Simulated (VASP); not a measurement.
Write the native input for VASP 6.6.1 that does the following.

* Task: single point
* Functional: PBE
* Potentials or basis: VASP PAW PBE potentials, release 64 (Tl_d)
* Cutoff: 520 eV
* k mesh: 8 × 8 × 8
* Occupations: gaussian, width 0.05 eV
* Spin: no spin polarisation
* Dipole correction: no
* Further INCAR settings: ALGO = Normal; EDIFF = 1e-06; NBANDS = 12

The structure of Tl lies in POSCAR:

```
Tl
1.0
   -1.9906559410      1.9906559410      1.9906559410
    1.9906559410     -1.9906559410      1.9906559410
    1.9906559410      1.9906559410     -1.9906559410
Tl
1
Direct
    0.0000000000      0.0000000000      0.0000000000
```

The input as run:

INCAR

```
PREC = Accurate
ENCUT = 520
EDIFF = 1E-6
ISMEAR = 0
SIGMA = 0.05
LREAL = False
LASPH = True
NELM = 60
ALGO = Normal
ISIF = 2
LWAVE = False
LCHARG = True
GGA = PE
LELF = True
LVHAR = True
NBANDS = 12
```

KPOINTS

```
regular mesh
0
Gamma
  8 8 8
```

Potentials or basis: VASP PAW PBE potentials, release 64 (Tl_d).

The run is started by

```console
$ cat potpaw_PBE.64/Tl_d/POTCAR > POTCAR
$ mpirun -np 1 vasp_std > vasp.out
```

It gave:

```json
{
  "Pressure": "0.0 GPa"
}
```

It took 9.3 s on 1 thread of Intel(R) Xeon(R) Platinum 8259CL CPU @ 2.50GHz (Skylake/Cascade Lake), on a shared host, peak memory 0.16 GiB.
